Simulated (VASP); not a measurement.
Input of a VASP 6.6.1 run:

The input INCAR:

```
PREC = Accurate
ENCUT = 520
EDIFF = 1E-6
ISMEAR = -1
SIGMA = 0.1
LREAL = Auto
LASPH = True
NELM = 100
ALGO = Normal
ISIF = 2
LWAVE = False
LCHARG = True
GGA = PS
LELF = True
LVHAR = True
NBANDS = 31
```

Contents of KPOINTS:

```
regular mesh
0
Gamma
  3 3 2
```

File POSCAR:

```
Be
1.0
   -2.2900000000     -3.9663960000      0.0000000000
    3.4350000000     -1.9831980000      0.0000000000
    0.0000000000      0.0000000000      7.1768600000
Be
17
Direct
    0.7704993431      0.4536080046     -0.0359767363
    0.4921012211      0.4127836379      0.2235518040
    0.7566130847      0.5592849968      0.4732153059
    0.4307509483      0.3920290165      0.7111327238
    0.4846538580      0.0650821936     -0.0891058207
    0.2307385384      0.9258780940      0.2332217711
    0.4033675750     -0.1043342804      0.6351802878
    0.0943352875      0.6903137725      0.7382197786
    0.2224354313      0.4194402148     -0.0002508061
   -0.0173523183      0.3232789494      0.2203888609
    0.2165412471      0.5665151254      0.4868981700
    0.1264082935      0.1980713223      0.7948880151
   -0.0577811848     -0.0670215177     -0.0212488470
    0.8108276639      0.8025605095      0.2298219556
    0.0997338578      0.0670714802      0.5088437004
    0.7635575553      1.0416147894      0.7003619968
    0.6103358028      0.0968468671      0.4166864060
```

Potentials or basis: VASP PAW PBE potentials, release 64 (Be).

Launch:

```console
$ cat potpaw_PBE.64/Be/POTCAR > POTCAR
$ mpirun -np 1 vasp_std > vasp.out
```

(1) Estimate the largest force.

(2) Predict the pressure.

(3) Predict the band gap on the k mesh.

Answers

(1) 4.054 eV/Å.

(2) 20.8 GPa.

(3) zero (bands 17 and 18 overlap by 0.52 eV).

Caveat: the k points lie up to 0.53 Å⁻¹ apart, too coarse for converged energies and pressures of a metal; the atoms stand as in a frame of molecular dynamics; the PAW data sets were made with another functional, which shifts forces and pressure a little.
